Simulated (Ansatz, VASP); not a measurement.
# SiW12 in VASP and in Ansatz

INCAR

```
SYSTEM = SiW12
ALGO = Normal ; DIPOL = 0.5 0.5 0.302
EDIFF = 1E-7 ; ENCUT = 520
GGA = PE ; IDIPOL = 3
ISIF = 2 ; ISMEAR = 0
IVDW = 12 ; LASPH = .True.
LCHARG = .True. ; LDIPOL = .True.
LELF = .True. ; LREAL = .False.
LVACPOTAV = .True. ; LVHAR = .True.
LWAVE = .False. ; NBANDS = 98
NELM = 100 ; PREC = Accurate
SIGMA = 0.1
```

KPOINTS

```
k-points
0
Gamma
  5 5 1
  0 0 0
```

The input POSCAR:

```
SiW12
1.0
    5.6644156868      0.0000000000      0.0000000000
    0.0000000000      5.6644156868      0.0000000000
    0.0000000000      0.0000000000     21.1500668291
W Si
12 1
Direct
    0.2500000000      0.2500000000      0.1891246979
    0.2500000000      0.7500000000      0.1891246979
    0.7500000000      0.2500000000      0.1891246979
    0.7500000000      0.7500000000      0.1891246979
    0.0000000000      0.0000000000      0.2848852803
    0.0000000000      0.5000000000      0.2848852803
    0.5000000000      0.0000000000      0.2848852803
    0.5000000000      0.5000000000      0.2848852803
    0.2500000000      0.2500000000      0.3806166143
    0.2500000000      0.7500000000      0.3806166143
    0.7500000000      0.2500000000      0.3806166143
    0.7500000000      0.7500000000      0.3806166143
    0.2500000000      0.2500000000      0.5130039029
```

Input for Ansatz:

```yaml
crystal:
  lattice:
    - [5.6644156868, 0.0, 0.0]
    - [0.0, 5.6644156868, 0.0]
    - [0.0, 0.0, 21.1500668291]
  atoms:
    - { symbol: W, position: [0.25, 0.25, 0.1891246979] }
    - { symbol: W, position: [0.25, 0.75, 0.1891246979] }
    - { symbol: W, position: [0.75, 0.25, 0.1891246979] }
    - { symbol: W, position: [0.75, 0.75, 0.1891246979] }
    - { symbol: W, position: [0.0, 0.0, 0.2848852803] }
    - { symbol: W, position: [0.0, 0.5, 0.2848852803] }
    - { symbol: W, position: [0.5, 0.0, 0.2848852803] }
    - { symbol: W, position: [0.5, 0.5, 0.2848852803] }
    - { symbol: W, position: [0.25, 0.25, 0.3806166143] }
    - { symbol: W, position: [0.25, 0.75, 0.3806166143] }
    - { symbol: W, position: [0.75, 0.25, 0.3806166143] }
    - { symbol: W, position: [0.75, 0.75, 0.3806166143] }
    - { symbol: Si, position: [0.25, 0.25, 0.5130039029] }
basis:
  ecutwfc: 420
kpoints:
  mp_grid: { grid: [5, 5, 1] }
hamiltonian:
  xc: pbe
  pseudopotentials: { kind: paw, azcp: { folder: soft_1 } }
  dispersion: d3bj
scf:
  occupations: { method: gaussian, width: 0.1 }
output:
  forces: true
  eigenvalues: true
efield:
  axis: 3
  dipole_correction: true
  ramp_width: 0.04
```

Alike in both runs: task single point; functional PBE; dispersion D3(BJ); k mesh 5 × 5 × 1; occupations gaussian, width 0.1 eV; no spin polarisation.

|  | VASP | Ansatz |
| --- | --- | --- |
| version | VASP 6.6.1 | Ansatz 0.2.0 |
| potentials or method | VASP PAW PBE potentials, release 64 (W_sv, Si), cutoff 520 eV | scalar-relativistic, plane waves, PAW |
| valence electrons in the cell | 172 | 172 |

VASP gave:

* gap on the k mesh at the Fermi level (eV): none
* rms of the force components (eV/Å): 0.635
* work function, face that differs most (eV): 4.56

Estimate Ansatz's values.

gap on the k mesh at the Fermi level (eV): none; rms of the force components (eV/Å): 0.631; work function, face that differs most (eV): 4.56.

Atom by atom the forces differ by 0.014 eV/Å (rms over components). A gap of «none» marks a metal or a gap that the smearing closes.

Spin-orbit coupling is off throughout.
